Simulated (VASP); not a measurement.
# Zn (Fd-3m) in VASP: relaxation of cell and atoms with PBEsol

Aim: the relaxation of cell and atoms of Zn with PBEsol.

All numbers are computed with VASP 6.6.1; they aren't measurements. Logs are shortened: lines on timing, memory, paths and dates and some standing lists are left out, and cuts for length are marked.

### Step 1. The cell of the first run

The structure is cubic, space group Fd-3m (No. 227). Conventional cell: a = 5.211 Å, b = 5.211 Å, c = 5.211 Å, α = 90.00°, β = 90.00°, γ = 90.00°. Within 3.0 Å of Zn (site symmetry -43m) lie 4 Zn at 2.26 Å.

This isn't the form of Zn at room conditions, which is hcp.

### Step 2. Relaxation of cell and atoms, PBEsol

INCAR

```
PREC     = Accurate       # precision mode
ENCUT    = 600            # plane-wave cutoff, eV
EDIFF    = 1E-7           # SCF threshold, eV
ISMEAR   = -1             # smearing method
SIGMA    = 0.05           # smearing width, eV
LREAL    = F              # projectors in reciprocal space
LASPH    = T              # aspherical terms in the spheres
NELM     = 100            # most SCF steps
ALGO     = Normal         # electronic algorithm
ISIF     = 3              # what is computed and relaxed
LWAVE    = F              # write WAVECAR
LCHARG   = F              # write CHGCAR
GGA      = PS             # functional
IBRION   = 2              # ionic algorithm
NSW      = 60             # ionic steps
EDIFFG   = -0.005         # ionic threshold
```

KPOINTS

```
Automatic mesh
0
Gamma
  13 13 13
```

POSCAR

```
Zn
1.0
    0.0000000000      2.6056705624      2.6056705624
    2.6056705624      0.0000000000      2.6056705624
    2.6056705624      2.6056705624      0.0000000000
Zn
2
Direct
   -0.1250000000     -0.1250000000     -0.1250000000
    0.1250000000      0.1250000000      0.1250000000
```

Potentials or basis: VASP PAW PBE potentials, release 64 (Zn).

Run with:

```console
cat potpaw_PBE.64/Zn/POTCAR > POTCAR
mpirun -np 1 vasp_std > vasp.out
```

OUTCAR:

```text
PREC = Accurate
   ENCUT = 600
   EDIFF = 1E-7
   ISMEAR = -1
   LREAL = F
   LASPH = T
   NELM = 100
   ISIF = 3
   GGA = PS
   IBRION = 2
   NSW = 60
   EDIFFG = -0.005

 ion  position               nearest neighbor table
   1  0.875  0.875  0.875-   2 2.26   2 2.26   2 2.26   2 2.26
   2  0.125  0.125  0.125-   1 2.26   1 2.26   1 2.26   1 2.26

  LATTYP: Found a face centered cubic cell.
 ALAT       =     5.2113411248

  Lattice vectors:

 A1 = (   0.0000000000,   2.6056705624,   2.6056705624)
 A2 = (   2.6056705624,   0.0000000000,   2.6056705624)
 A3 = (   2.6056705624,   2.6056705624,   0.0000000000)

Analysis of symmetry for initial positions (statically):
=====================================================================
 Subroutine PRICEL returns:
 Original cell was already a primitive cell.

 Routine SETGRP: Setting up the symmetry group for a
 face centered cubic supercell.

 Subroutine GETGRP returns: Found 48 space group operations
 (whereof 12 operations were pure point group operations)
 out of a pool of 48 trial point group operations.

The static configuration has the point symmetry D_3d.
 The point group associated with its full space group is O_h .

Analysis of symmetry for dynamics (positions and initial velocities):
=====================================================================
 Subroutine PRICEL returns:
 Original cell was already a primitive cell.

 Routine SETGRP: Setting up the symmetry group for a
 face centered cubic supercell.

 Subroutine GETGRP returns: Found 48 space group operations
 (whereof 12 operations were pure point group operations)
 out of a pool of 48 trial point group operations.

The dynamic configuration has the point symmetry D_3d.
 The point group associated with its full space group is O_h .

 Subroutine INISYM returns: Found 48 space group operations
 (whereof 12 operations are pure point group operations),
 and found     1 'primitive' translations

----------------------------------------------------------------------------------------

                                     Primitive cell

  volume of cell :      35.3825

  direct lattice vectors                    reciprocal lattice vectors
     0.000000000  2.605670562  2.605670562    -0.191889185  0.191889185  0.191889185
     2.605670562  0.000000000  2.605670562     0.191889185 -0.191889185  0.191889185
     2.605670562  2.605670562  0.000000000     0.191889185  0.191889185 -0.191889185

  length of vectors
     3.684974648  3.684974648  3.684974648     0.332361817  0.332361817  0.332361817

  position of ions in fractional coordinates (direct lattice)
     0.875000000  0.875000000  0.875000000
     0.125000000  0.125000000  0.125000000

  ion indices of the primitive-cell ions
   primitive index   ion index
                 1           1
                 2           2

----------------------------------------------------------------------------------------

 KPOINTS: Automatic mesh

Automatic generation of k-mesh.
 Grid dimensions read from file:
 generate k-points for:   13   13   13

 Generating k-lattice:

  Cartesian coordinates                     Fractional coordinates (reciprocal lattice)
    -0.014760707  0.014760707  0.014760707     0.076923077  0.000000000  0.000000000
     0.014760707 -0.014760707  0.014760707     0.000000000  0.076923077  0.000000000
     0.014760707  0.014760707 -0.014760707     0.000000000  0.000000000  0.076923077

  Length of vectors
     0.025566294  0.025566294  0.025566294

  Shift w.r.t. Gamma in fractional coordinates (k-lattice)
     0.000000000  0.000000000  0.000000000

 Subroutine IBZKPT returns following result:
 ===========================================

 Found     84 irreducible k-points:

 Following reciprocal coordinates:
            Coordinates               Weight
  0.000000  0.000000  0.000000      1.000000
  0.076923  0.000000  0.000000      8.000000
  0.153846  0.000000  0.000000      8.000000
  0.230769  0.000000  0.000000      8.000000
  0.307692  0.000000  0.000000      8.000000
  0.384615  0.000000  0.000000      8.000000
[... 16 lines left out ...]
  0.384615  0.153846  0.000000     24.000000
  0.461538  0.153846  0.000000     24.000000
 [... further k-points ...]
   k-points           NKPTS =     84   k-points in BZ     NKDIM =     84   number of bands    NBANDS=     16
   number of dos      NEDOS =    301   number of ions     NIONS =      2
   total plane-waves  NPLWV =  27000
   dimension x,y,z NGX =    30 NGY =   30 NGZ =   30
   dimension x,y,z NGXF=    60 NGYF=   60 NGZF=   60
   ions per type =               2
   NGX,Y,Z   is equivalent  to a cutoff of  13.53, 13.53, 13.53 a.u.
   NGXF,Y,Z  is equivalent  to a cutoff of  27.07, 27.07, 27.07 a.u.
 SYSTEM =  unknown system
   PREC   = accura    normal or accurate (medium, high low for compatibility)
   ISTART =      0    job   : 0-new  1-cont  2-samecut
   ICHARG =      2    charge: 1-file 2-atom 10-const
   ISPIN  =      1    spin polarized calculation?
   LNONCOLLINEAR =      F non collinear calculations
   LSORBIT =      F    spin-orbit coupling
   LASPH  =      T    aspherical Exc in radial PAW
   ENCUT  =  600.0 eV  44.10 Ry    6.64 a.u.   7.36  7.36  7.36*2*pi/ulx,y,z
   NELM   =    100;   NELMIN=  2; NELMDL= -5     # of ELM steps
   EDIFF  = 0.1E-06   stopping-criterion for ELM
   LREAL  =      F    real-space projection
   EDIFFG = -.5E-02   stopping-criterion for IOM
   NSW    =     60    number of steps for IOM
   IBRION =      2    ionic relax: 0-MD 1-quasi-New 2-CG
   NFREE  =      1    steps in history (QN), initial steepest desc. (CG)
   ISIF   =      3    stress and relaxation
   ISYM   =      2    0-nonsym 1-usesym 2-fastsym
   POTIM  = 0.5000    time-step for ionic-motion
   TEBEG  =    0.0;   TEEND  =   0.0 temperature during run
   PSTRESS=    0.0 pullay stress
   NELECT =      24.0000    total number of electrons
   NUPDOWN=      -1.0000    fix difference up-down
   EMIN   =  10.00;   EMAX   =-10.00  energy-range for DOS
   EFERMI =   0.00;   METHOD = LEGACY
   ISMEAR =    -1;   SIGMA  =   0.05  broadening in eV -4-tet -1-fermi 0-gaus
   EFERMI_NEDOS =   21; number of points for ismear=-14 and -15
   IALGO  =     38    algorithm
   IMIX   =      4    mixing-type and parameters
     AMIX     =   0.40;   BMIX     =  1.00
     AMIX_MAG =   1.60;   BMIX_MAG =  1.00
  volume/ion in A,a.u.               =      17.69       119.39
  Fermi-wavevector in a.u.,A,eV,Ry     =   1.438409  2.718199 28.150734  2.069021
  Thomas-Fermi vector in A             =   2.557379
   LORBIT       =      0    0 simple, 1 ext, 2 COOP (PROOUT), +10 PAW based schemes
   GGA     = PS    functional components
   LHFCALC =     F    Hartree Fock is set to
   AEXX    =    0.0000 exact exchange contribution
   IVDW    =     0    specifies the selected vdW correction
   LEPSILON=     F    determine dielectric tensor
   LRPA    =     F    only Hartree local field effects (RPA)
 conjugate gradient relaxation of ions
 non-spin polarized calculation
  energy-cutoff  :      600.00
  volume of cell :       35.38
 maximum number of plane-waves:      1243
 NGX is ok and might be reduce to    30
   NGX = 15   NGY = 15   NGZ = 15

--------------------------------------- Ionic step        1  -------------------------------------------

 number of electron      23.9999997 magnetization

 Free energy of the ion-electron system (eV)
  ---------------------------------------------------
  ext. energy  EPLUGINS =         0.00000000
  ---------------------------------------------------
  free energy    TOTEN  =        -1.54696202 eV

  energy without entropy =       -1.54143928  energy(sigma->0) =       -1.54420065

 E-fermi :   1.6442     XC(G=0): -10.6884

 val. band max:        1.6363514714   @ k =  -0.3077   0.4615   0.2308
 cond. band min:       1.7466590122   @ k =  -0.4615   0.3846   0.0769
 fundamental gap:      0.1103075408
 Fermi energy:         1.6442170064

 k-point     1 :       0.0000    0.0000    0.0000
  band No.  band energies     occupation
      1      -7.6712      2.00000
      2      -6.6463      2.00000
      3      -6.6463      2.00000
      4      -6.6463      2.00000
      5      -6.5954      2.00000
      6      -6.5954      2.00000
[... 8 lines left out ...]
     15       9.8947      0.00000
     16       9.8947      0.00000

 k-point     2 :       0.0769    0.0000    0.0000
  band No.  band energies     occupation
      1      -7.5794      2.00000
      2      -6.6845      2.00000
      3      -6.6845      2.00000
      4      -6.6432      2.00000
      5      -6.5455      2.00000
      6      -6.5455      2.00000
[... 8 lines left out ...]
     15      10.3683      0.00000
     16      10.3751      0.00000
[... 467 lines left out ...]
 VOLUME and BASIS-vectors are now :
 -----------------------------------------------------------------------------
  energy-cutoff  :      600.00
  volume of cell :       45.73
      direct lattice vectors                 reciprocal lattice vectors
    -0.000000000  2.838239801  2.838239801    -0.176165523  0.176165523  0.176165523
     2.838239801  0.000000000  2.838239801     0.176165523 -0.176165523  0.176165523
     2.838239801  2.838239801  0.000000000     0.176165523  0.176165523 -0.176165523

 POSITION                                       TOTAL-FORCE (eV/Angst)
 -----------------------------------------------------------------------------------
      4.96692      4.96692      4.96692         0.000000      0.000000      0.000000
      0.70956      0.70956      0.70956        -0.000000     -0.000000     -0.000000
 -----------------------------------------------------------------------------------
    total drift:                               -0.000000      0.000000      0.000000

  FREE ENERGIE OF THE ION-ELECTRON SYSTEM (eV)
  ---------------------------------------------------
  free  energy   TOTEN  =        -1.9595568911 eV

  energy  without entropy=       -1.9530700661  energy(sigma->0) =       -1.95631348

--------------------------------------- Ionic step        3  -------------------------------------------

 number of electron      24.0000002 magnetization

 Free energy of the ion-electron system (eV)
  ---------------------------------------------------
  ext. energy  EPLUGINS =         0.00000000
  ---------------------------------------------------
  free energy    TOTEN  =        -1.95976143 eV

  energy without entropy =       -1.95337888  energy(sigma->0) =       -1.95657015

 E-fermi :   0.4534     XC(G=0):  -9.4967

 val. band max:        0.3987872112   @ k =   0.3077   0.0769   0.0000
 cond. band min:       0.4769338232   @ k =  -0.3846   0.4615   0.0769
 fundamental gap:      0.0781466120
 Fermi energy:         0.4533844006

 k-point     1 :       0.0000    0.0000    0.0000
  band No.  band energies     occupation
      1      -7.5026      2.00000
      2      -7.2153      2.00000
      3      -7.2153      2.00000
      4      -7.2153      2.00000
      5      -7.1679      2.00000
      6      -7.1679      2.00000
[... 8 lines left out ...]
     15       7.4516      0.00000
     16       7.4516      0.00000

 k-point     2 :       0.0769    0.0000    0.0000
  band No.  band energies     occupation
      1      -7.4330      2.00000
      2      -7.2362      2.00000
      3      -7.2362      2.00000
      4      -7.2134      2.00000
      5      -7.1398      2.00000
      6      -7.1398      2.00000
[... 8 lines left out ...]
     15       7.5483      0.00000
     16       7.7773      0.00000
[... 431 lines left out ...]
 VOLUME and BASIS-vectors are now :
 -----------------------------------------------------------------------------
  energy-cutoff  :      600.00
  volume of cell :       45.46
      direct lattice vectors                 reciprocal lattice vectors
    -0.000000000  2.832622303  2.832622303    -0.176514885  0.176514885  0.176514885
     2.832622303  0.000000000  2.832622303     0.176514885 -0.176514885  0.176514885
     2.832622303  2.832622303  0.000000000     0.176514885  0.176514885 -0.176514885

 POSITION                                       TOTAL-FORCE (eV/Angst)
 -----------------------------------------------------------------------------------
      4.95709      4.95709      4.95709         0.000000      0.000000      0.000000
      0.70816      0.70816      0.70816        -0.000000     -0.000000     -0.000000
 -----------------------------------------------------------------------------------
    total drift:                               -0.000000      0.000000      0.000000

  FREE ENERGIE OF THE ION-ELECTRON SYSTEM (eV)
  ---------------------------------------------------
  free  energy   TOTEN  =        -1.9597614300 eV

  energy  without entropy=       -1.9533788794  energy(sigma->0) =       -1.95657015

 reached required accuracy - stopping structural energy minimisation
```

Run time: 3.6 min. Hardware: 1 thread of AMD EPYC, shared host; peak memory 0.17 GiB.

Results:

```
Free energy                           : -1.9598 eV
Relaxed volume                        : 22.73 Å³/atom
Relaxed cell                          : a = 4.006 Å, b = 4.006 Å, c = 4.006 Å, α = 60.00°, β = 60.00°, γ = 60.00°
Space group after relaxing (to 0.1 Å) : Fd-3m (No. 227)
Energy gained by relaxing             : 206.4 meV/atom
Ionic steps                           : 3
Pressure after relaxing               : 0.0 GPa
Band gap on the k mesh                : zero (bands 12 and 13 overlap by 6.35 eV)
```

The path:
```csv
step,energy change (eV),largest force (eV/Å),pressure (GPa),volume (Å³)
1,0.0000,0.0000,16.76,35.38
2,-0.4126,0.0000,-0.18,45.73
3,-0.4128,0.0000,-0.03,45.46
```

Final structure:
```cif
data_structure
_symmetry_space_group_name_H-M 'P 1'
_symmetry_Int_Tables_number 1
_cell_length_a 4.0059
_cell_length_b 4.0059
_cell_length_c 4.0059
_cell_angle_alpha 60.000
_cell_angle_beta 60.000
_cell_angle_gamma 60.000
_cell_volume 45.46
loop_
_atom_site_label
_atom_site_type_symbol
_atom_site_fract_x
_atom_site_fract_y
_atom_site_fract_z
_atom_site_occupancy
Zn1 Zn 0.87500 0.87500 0.87500 1
Zn2 Zn 0.12500 0.12500 0.12500 1
```

Caveat: the volume moved by over 15 % at a fixed basis, so the end points are rough; the PAW data sets were made with another functional, which shifts forces and pressure a little.

The gap in the log of VASP goes by the Fermi energy; the results here count the filled bands.